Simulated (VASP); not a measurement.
# B (P6/mmm) in VASP: notebook

The runs below take B through single point, relaxation of cell and atoms, with PBE.

All numbers are computed with VASP 6.6.1; they aren't measurements. Logs are shortened: lines on timing, memory, paths and dates and some standing lists are left out, and cuts for length are marked.

## Step 1: The cell of the first run

Symmetry: P6/mmm, No. 191, hexagonal system. Conventional cell: a = 3.948 Å, b = 3.948 Å, c = 3.081 Å, α = 90.00°, β = 90.00°, γ = 120.00°. B (site symmetry mmm) has 2 B at 1.14 Å within 1.5 Å. Within 2.1 Å of B (site symmetry -6m2) lie 8 B at 1.54 to 1.92 Å. B (site symmetry -6m2) has 5 B at 1.14 to 1.54 Å within 1.6 Å. B (site symmetry 6/mmm) has 32 B at 2.28 to 3.08 Å within 3.1 Å.

The cell was built from a structure type or drawn by symmetry, and may not be a known phase.

## Step 2: Single point, PBE

INCAR

```
SYSTEM = B
  PREC = Accurate
  ENCUT = 520
  EDIFF = 1E-6
  ISMEAR = 0
  SIGMA = 0.1
  LREAL = .FALSE.
  LASPH = .TRUE.
  NELM = 60
  ALGO = Normal
  ISIF = 2
  LWAVE = .FALSE.
  LCHARG = .TRUE.
  GGA = PE
  LELF = .TRUE.
  LVHAR = .TRUE.
  NBANDS = 22
```

KPOINTS

```
Automatic mesh
0
G
  6 6 6
  0 0 0
```

POSCAR

```
B
1.0
    3.9484462200      0.0000000000      0.0000000000
   -1.9742231100      3.4194547300      0.0000000000
    0.0000000000      0.0000000000      3.0805994500
B
8
Direct
    0.5000000000      0.0000000000      0.5000000000
    0.0000000000      0.5000000000      0.5000000000
    0.5000000000      0.5000000000      0.5000000000
    0.3333333300      0.6666666700      0.0000000000
    0.6666666700      0.3333333300      0.0000000000
    0.3333333300      0.6666666700      0.5000000000
    0.6666666700      0.3333333300      0.5000000000
    0.0000000000      0.0000000000      0.0000000000
```

Potentials or basis: VASP PAW PBE potentials, release 64 (B).

The run is started by

```bash
$ cat potpaw_PBE.64/B/POTCAR > POTCAR
$ mpirun -np 1 vasp_std > vasp.out
```

OUTCAR:

```text
SYSTEM = B
   PREC = Accurate
   ENCUT = 520
   EDIFF = 1E-6
   ISMEAR = 0
   LREAL = .FALSE.
   LASPH = .TRUE.
   NELM = 60
   ISIF = 2
   GGA = PE

 ion  position               nearest neighbor table
   1  0.500  0.000  0.500-   6 1.14   7 1.14   4 1.92   5 1.92   4 1.92   5 1.92   2 1.97   3 1.97
                             3 1.97   2 1.97
   2  0.000  0.500  0.500-   6 1.14   7 1.14   4 1.92   5 1.92   4 1.92   5 1.92   1 1.97   1 1.97
                             3 1.97   3 1.97
   3  0.500  0.500  0.500-   6 1.14   7 1.14   4 1.92   5 1.92   4 1.92   5 1.92   1 1.97   1 1.97
                             2 1.97   2 1.97
   4  0.333  0.667  0.000-   6 1.54   6 1.54   1 1.92   1 1.92   2 1.92   2 1.92   3 1.92   3 1.92

   5  0.667  0.333  0.000-   7 1.54   7 1.54   1 1.92   1 1.92   2 1.92   2 1.92   3 1.92   3 1.92

   6  0.333  0.667  0.500-   1 1.14   2 1.14   3 1.14   4 1.54   4 1.54
   7  0.667  0.333  0.500-   1 1.14   2 1.14   3 1.14   5 1.54   5 1.54
   8  0.000  0.000  0.000-

  LATTYP: Found a hexagonal cell.
 ALAT       =     3.9484462200
 C/A-ratio  =     0.7802054982

  Lattice vectors:

 A1 = (   3.9484462200,   0.0000000000,   0.0000000000)
 A2 = (  -1.9742231100,   3.4194547300,   0.0000000000)
 A3 = (   0.0000000000,   0.0000000000,   3.0805994500)

Analysis of symmetry for initial positions (statically):
=====================================================================
 Subroutine PRICEL returns:
 Original cell was already a primitive cell.

 Routine SETGRP: Setting up the symmetry group for a
 hexagonal supercell.

 Subroutine GETGRP returns: Found 24 space group operations
 (whereof 24 operations were pure point group operations)
 out of a pool of 24 trial point group operations.

The static configuration has the point symmetry D_6h.

Analysis of symmetry for dynamics (positions and initial velocities):
=====================================================================
 Subroutine PRICEL returns:
 Original cell was already a primitive cell.

 Routine SETGRP: Setting up the symmetry group for a
 hexagonal supercell.

 Subroutine GETGRP returns: Found 24 space group operations
 (whereof 24 operations were pure point group operations)
 out of a pool of 24 trial point group operations.

The dynamic configuration has the point symmetry D_6h.

 Subroutine INISYM returns: Found 24 space group operations
 (whereof 24 operations are pure point group operations),
 and found     1 'primitive' translations

----------------------------------------------------------------------------------------

                                     Primitive cell

  volume of cell :      41.5928

  direct lattice vectors                    reciprocal lattice vectors
     3.948446220  0.000000000  0.000000000     0.253264181  0.146222143  0.000000000
    -1.974223110  3.419454730  0.000000000     0.000000000  0.292444287  0.000000000
     0.000000000  0.000000000  3.080599450     0.000000000  0.000000000  0.324612147

  length of vectors
     3.948446220  3.948446218  3.080599450     0.292444287  0.292444287  0.324612147

  position of ions in fractional coordinates (direct lattice)
     0.500000000  0.000000000  0.500000000
     1.000000000  0.500000000  0.500000000
     0.500000000  0.500000000  0.500000000
     0.333333330  0.666666670  0.000000000
     0.666666670  0.333333330  0.000000000
     0.333333330  0.666666670  0.500000000
     0.666666670  0.333333330  0.500000000
     0.000000000  0.000000000  0.000000000

  ion indices of the primitive-cell ions
   primitive index   ion index
                 1           1
                 2           2
                 3           3
                 4           4
                 5           5
                 6           6
                 7           7
                 8           8

----------------------------------------------------------------------------------------

 KPOINTS: Automatic mesh

Automatic generation of k-mesh.
 Grid dimensions read from file:
 generate k-points for:    6    6    6

 Generating k-lattice:

  Cartesian coordinates                     Fractional coordinates (reciprocal lattice)
     0.042210697  0.024370357  0.000000000     0.166666667  0.000000000  0.000000000
     0.000000000  0.048740714  0.000000000     0.000000000  0.166666667  0.000000000
     0.000000000  0.000000000  0.054102024     0.000000000  0.000000000  0.166666667

  Length of vectors
     0.048740714  0.048740714  0.054102024

  Shift w.r.t. Gamma in fractional coordinates (k-lattice)
     0.000000000  0.000000000  0.000000000

 Subroutine IBZKPT returns following result:
 ===========================================

 Found     28 irreducible k-points:

 Following reciprocal coordinates:
            Coordinates               Weight
  0.000000  0.000000  0.000000      1.000000
  0.166667  0.000000  0.000000      6.000000
  0.333333 -0.000000  0.000000      6.000000
  0.500000  0.000000  0.000000      3.000000
  0.166667  0.166667  0.000000      6.000000
  0.333333  0.166667  0.000000     12.000000
[... 16 lines left out ...]
  0.166667  0.000000  0.500000      6.000000
  0.333333 -0.000000  0.500000      6.000000
 [... further k-points ...]
   k-points           NKPTS =     28   k-points in BZ     NKDIM =     28   number of bands    NBANDS=     22
   number of dos      NEDOS =    301   number of ions     NIONS =      8
   total plane-waves  NPLWV =  21600
   dimension x,y,z NGX =    30 NGY =   30 NGZ =   24
   dimension x,y,z NGXF=    60 NGYF=   60 NGZF=   48
   ions per type =               8
   NGX,Y,Z   is equivalent  to a cutoff of  12.63, 12.63, 12.95 a.u.
   NGXF,Y,Z  is equivalent  to a cutoff of  25.26, 25.26, 25.90 a.u.
 SYSTEM =  B
   PREC   = accura    normal or accurate (medium, high low for compatibility)
   ISTART =      0    job   : 0-new  1-cont  2-samecut
   ICHARG =      2    charge: 1-file 2-atom 10-const
   ISPIN  =      1    spin polarized calculation?
   LNONCOLLINEAR =      F non collinear calculations
   LSORBIT =      F    spin-orbit coupling
   LASPH  =      T    aspherical Exc in radial PAW
   ENCUT  =  520.0 eV  38.22 Ry    6.18 a.u.   7.34  7.34  5.73*2*pi/ulx,y,z
   NELM   =     60;   NELMIN=  2; NELMDL= -5     # of ELM steps
   EDIFF  = 0.1E-05   stopping-criterion for ELM
   LREAL  =      F    real-space projection
   EDIFFG = 0.1E-04   stopping-criterion for IOM
   NSW    =      0    number of steps for IOM
   IBRION =     -1    ionic relax: 0-MD 1-quasi-New 2-CG
   NFREE  =      0    steps in history (QN), initial steepest desc. (CG)
   ISIF   =      2    stress and relaxation
   ISYM   =      2    0-nonsym 1-usesym 2-fastsym
   POTIM  = 0.5000    time-step for ionic-motion
   TEBEG  =    0.0;   TEEND  =   0.0 temperature during run
   PSTRESS=    0.0 pullay stress
   NELECT =      24.0000    total number of electrons
   NUPDOWN=      -1.0000    fix difference up-down
   EMIN   =  10.00;   EMAX   =-10.00  energy-range for DOS
   EFERMI =   0.00;   METHOD = LEGACY
   ISMEAR =     0;   SIGMA  =   0.10  broadening in eV -4-tet -1-fermi 0-gaus
   EFERMI_NEDOS =   21; number of points for ismear=-14 and -15
   IALGO  =     38    algorithm
   IMIX   =      4    mixing-type and parameters
     AMIX     =   0.40;   BMIX     =  1.00
     AMIX_MAG =   1.60;   BMIX_MAG =  1.00
  volume/ion in A,a.u.               =       5.20        35.09
  Fermi-wavevector in a.u.,A,eV,Ry     =   1.362927  2.575558 25.273760  1.857569
  Thomas-Fermi vector in A             =   2.489374
   LORBIT       =      0    0 simple, 1 ext, 2 COOP (PROOUT), +10 PAW based schemes
   GGA     = PE    functional components
   LHFCALC =     F    Hartree Fock is set to
   AEXX    =    0.0000 exact exchange contribution
   IVDW    =     0    specifies the selected vdW correction
   LEPSILON=     F    determine dielectric tensor
   LRPA    =     F    only Hartree local field effects (RPA)
 non-spin polarized calculation
 Gauss-broadening in eV      SIGMA  =   0.10
  energy-cutoff  :      520.00
  volume of cell :       41.59
 maximum number of plane-waves:      1140
 NGX is ok and might be reduce to    30
   NGX = 15   NGY = 15   NGZ = 11

 number of electron      24.0000000 magnetization

 Free energy of the ion-electron system (eV)
  ---------------------------------------------------
  ext. energy  EPLUGINS =         0.00000000
  ---------------------------------------------------
  free energy    TOTEN  =        -7.94844382 eV

  energy without entropy =       -7.93764658  energy(sigma->0) =       -7.94304520

 E-fermi :  10.0403     XC(G=0): -13.0106

 val. band max:       10.0159849266   @ k =   0.3333   0.1667   0.3333
 cond. band min:      10.1013482897   @ k =   0.3333  -0.0000   0.0000
 fundamental gap:      0.0853633630
 Fermi energy:        10.0402608925

 k-point     1 :       0.0000    0.0000    0.0000
  band No.  band energies     occupation
      1      -9.2365      2.00000
      2      -3.2339      2.00000
      3      -2.3573      2.00000
      4      -0.4762      2.00000
      5      -0.4762      2.00000
      6      -0.3944      2.00000
[... 14 lines left out ...]
     21      19.9376      0.00000
     22      21.2850      0.00000

 k-point     2 :       0.1667    0.0000    0.0000
  band No.  band energies     occupation
      1      -9.0017      2.00000
      2      -3.9924      2.00000
      3      -2.1225      2.00000
      4      -1.5515      2.00000
      5      -1.3837      2.00000
      6       0.9440      2.00000
[... 14 lines left out ...]
     21      18.8230      0.00000
     22      20.4103      0.00000
[... 523 lines left out ...]
     21      19.4480      0.00000
     22      19.8227      0.00000

 k-point    24 :       0.3333   -0.0000    0.5000
  band No.  band energies     occupation
      1      -6.2033      2.00000
      2      -5.4972      2.00000
      3      -4.0132      2.00000
      4      -1.7986      2.00000
      5      -0.4387      2.00000
      6       0.1434      2.00000
[... 14 lines left out ...]
     21      19.5413      0.00000
     22      19.9969      0.00000

 [... further k-points ...]

------------------------ aborting loop because EDIFF is reached ----------------------------------------

  FORCE on cell =-STRESS in cart. coord.  units (eV):
  Direction    XX          YY          ZZ          XY          YZ          ZX
  --------------------------------------------------------------------------------------
  -------------------------------------------------------------------------------------
  Total      107.2290016    107.2290014     30.8123759      0.0000000      0.0000000      0.0000000
  in kB     4130.5180606   4130.5180557   1186.9090767      0.0000000      0.0000000      0.0000000
  external PRESSURE =    3149.3150643 kB  Pullay stress =       0.0000000 kB

 VOLUME and BASIS-vectors are now :
 -----------------------------------------------------------------------------
  energy-cutoff  :      520.00
  volume of cell :       41.59
      direct lattice vectors                 reciprocal lattice vectors
     3.948446220  0.000000000  0.000000000     0.253264181  0.146222143  0.000000000
    -1.974223110  3.419454730  0.000000000     0.000000000  0.292444287  0.000000000
     0.000000000  0.000000000  3.080599450     0.000000000  0.000000000  0.324612147

 POSITION                                       TOTAL-FORCE (eV/Angst)
 -----------------------------------------------------------------------------------
      1.97422      0.00000      1.54030         0.000000      0.000000     -0.000000
     -0.98711      1.70973      1.54030         0.000000      0.000000     -0.000000
      0.98711      1.70973      1.54030         0.000000      0.000000     -0.000000
     -0.00000      2.27964      0.00000        -0.000000     -0.000000     -0.000000
      1.97422      1.13982      0.00000         0.000000      0.000000      0.000000
     -0.00000      2.27964      1.54030        -0.000000      0.000000     -0.000000
      1.97422      1.13982      1.54030         0.000000      0.000000      0.000000
      0.00000      0.00000      0.00000         0.000000      0.000000     -0.000000
 -----------------------------------------------------------------------------------
    total drift:                               -0.000000      0.000000      0.000000

  FREE ENERGIE OF THE ION-ELECTRON SYSTEM (eV)
  ---------------------------------------------------
  free  energy   TOTEN  =        -7.9484438182 eV

  energy  without entropy=       -7.9376465771  energy(sigma->0) =       -7.94304520
```

Wall time 28 s (1 thread of Intel Xeon 8259CL, shared host); peak memory 0.15 GiB.

What came out:

| Quantity | Value |
| --- | --- |
| Free energy | -7.9484 eV |
| Pressure | 314.9 GPa |
| Band gap on the k mesh | zero (bands 12 and 13 overlap by 3.41 eV) |

Stress tensor (GPa, compression positive):
```
413.05   0.00   0.00
  0.00 413.05   0.00
  0.00   0.00 118.69
```

Levels at points of the mesh, in eV from the Fermi level:
```tsv
k point	band 10	band 11	band 12	band 13	band 14	band 15
(0.00, 0.00, 0.00)	-1.42	-0.32	-0.32	1.24	1.24	2.82
(0.50, 0.00, 0.00)	-1.17	-1.09	0.09	0.77	1.12	1.55
(0.00, 0.00, 0.50)	-6.75	-2.95	-2.95	-2.41	-0.76	3.53
(0.50, 0.00, 0.50)	-5.99	-0.20	1.00	1.98	3.34	3.62
```

Caveat: atoms lie so close that the PAW spheres overlap strongly, which falsifies energies and pressures; the cell stands under pressure.

(Continued in part 2 of 2.)
